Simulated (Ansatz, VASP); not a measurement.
# Ga2O3: VASP beside Ansatz

```xyz
10
Lattice="6.1270 -1.5194 -0.0027 6.1270 1.5194 -0.0027 -1.3836 0.0000 5.6417" Properties=species:S:1:pos:R:3 pbc="T T T"
Ga    3.2339    0.0000    3.8652
Ga    7.6364    0.0000    1.7711
Ga   10.8603    0.0000    1.1522
Ga    0.0101    0.0000    4.4842
O     5.1437    0.0000    4.1938
O     5.7267    0.0000    1.4425
O     9.5261    0.0000    2.4583
O     1.3443    0.0000    3.1781
O     1.8618    0.0000    0.6152
O     9.0086    0.0000    5.0211
```

Alike in both runs: functional r2SCAN; k mesh 8 × 8 × 4; occupations gaussian, width 0.02 eV; no spin polarisation.

Ansatz relaxed the structure, and its values are those at the end. VASP's run is a single point on that final structure, the one shown.

|  | VASP | Ansatz |
| --- | --- | --- |
| version | VASP 6.6.1 | Ansatz 0.2.0 |
| potentials or method | VASP PAW PBE potentials, release 64 (Ga_d, O), cutoff 520 eV | scalar-relativistic, plane waves, PAW |
| valence electrons in the cell | 88 | 88 |

```tsv
	VASP	Ansatz	Ansatz less VASP
gap on the k mesh at the Fermi level (eV)	3.01	3.03	+0.020
least direct gap on the mesh (eV)	3.04	3.05	+0.017
pressure (GPa)	1.8	0.0	-1.83
rms of the force components (eV/Å)	0.035	0.002	-0.0324
```

VASP's potentials were made for PBE, not for r2SCAN. With one functional, cell and mesh, what is left measures potentials, basis and numerics.
